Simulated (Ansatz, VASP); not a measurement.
# One calculation of VN, two programs

```
V N
1.0
     0.00000    1.89118    1.89118
     1.89118    0.00000    1.89118
     1.89118    1.89118    0.00000
V N
1 1
Direct
  0.00000 0.00000 0.00000
  0.50000 0.50000 0.50000
```

Change from the starting cell: volume scaled by 0.8, LAPW.

Alike in both runs: task single point; functional PBEsol; k mesh 17 × 17 × 17; occupations fermi-dirac, width 0.1 eV; no spin polarisation.

|  | VASP | Ansatz |
| --- | --- | --- |
| version | VASP 6.6.1 | Ansatz 0.2.0 |
| potentials or method | VASP PAW PBE potentials, release 64 (V_sv, N), cutoff 600 eV | all-electron LAPW, scalar-relativistic |

|  | VASP | Ansatz | Ansatz less VASP |
| --- | --- | --- | --- |
| pressure (GPa) | 124.6 | 122.8 | -1.83 |

VASP's potentials were made for PBE, not for PBEsol. Both programs put the cell under a high pressure, so it lies far from rest at this level. Ansatz ran all-electron here, and VASP with PAW potentials.

Noted on VASP's run: the cell as given lies far from equilibrium.
